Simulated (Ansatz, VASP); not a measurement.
# One calculation of Sn, two programs

File INCAR:

```
PREC = Accurate
ENCUT = 520
EDIFF = 1E-6
ISMEAR = 0
SIGMA = 0.1
LREAL = F
LASPH = T
NELM = 100
ALGO = Normal
ISIF = 2
LWAVE = F
LCHARG = T
GGA = PE
LELF = T
LVHAR = T
NBANDS = 21
```

File KPOINTS:

```
Automatic mesh
0
Gamma
  14 14 14
```

Contents of POSCAR:

```
Sn
1.0
    0.0000000000      2.7812821342      2.7812821342
    2.7812821342      0.0000000000      2.7812821342
    2.7812821342      2.7812821342      0.0000000000
Sn
2
Direct
    0.5000000000      0.5000000000      0.5000000000
    0.7500000000      0.7500000000      0.7500000000
```

Input for Ansatz:

```yaml
crystal:
  lattice:
    - [0.0, 2.7812821342, 2.7812821342]
    - [2.7812821342, 0.0, 2.7812821342]
    - [2.7812821342, 2.7812821342, 0.0]
  atoms:
    - { symbol: Sn, position: [0.5, 0.5, 0.5] }
    - { symbol: Sn, position: [0.75, 0.75, 0.75] }
basis:
  ecutwfc: 420
kpoints:
  mp_grid: { grid: [14, 14, 14] }
hamiltonian:
  xc: pbe
scf:
  occupations: { method: gaussian, width: 0.1 }
output:
  forces: true
  stress: true
  eigenvalues: true
```

Alike in both runs: task single point; functional PBE; k mesh 14 × 14 × 14; occupations gaussian, width 0.1 eV; no spin polarisation.

|  | VASP | Ansatz |
| --- | --- | --- |
| version | VASP 6.6.1 | Ansatz 0.2.0 |
| potentials or method | VASP PAW PBE potentials, release 64 (Sn_d), cutoff 520 eV | scalar-relativistic, plane waves, PAW |
| valence electrons in the cell | 28 | 28 |

|  | VASP | Ansatz | Ansatz less VASP |
| --- | --- | --- | --- |
| gap on the k mesh at the Fermi level (eV) | none | none | - |
| pressure (GPa) | 69.9 | 69.8 | -0.07 |

A gap of «none» marks a metal or a gap that the smearing closes. Both programs put the cell under a high pressure, so it lies far from rest at this level.

Noted on VASP's run: the cell as given lies far from equilibrium.
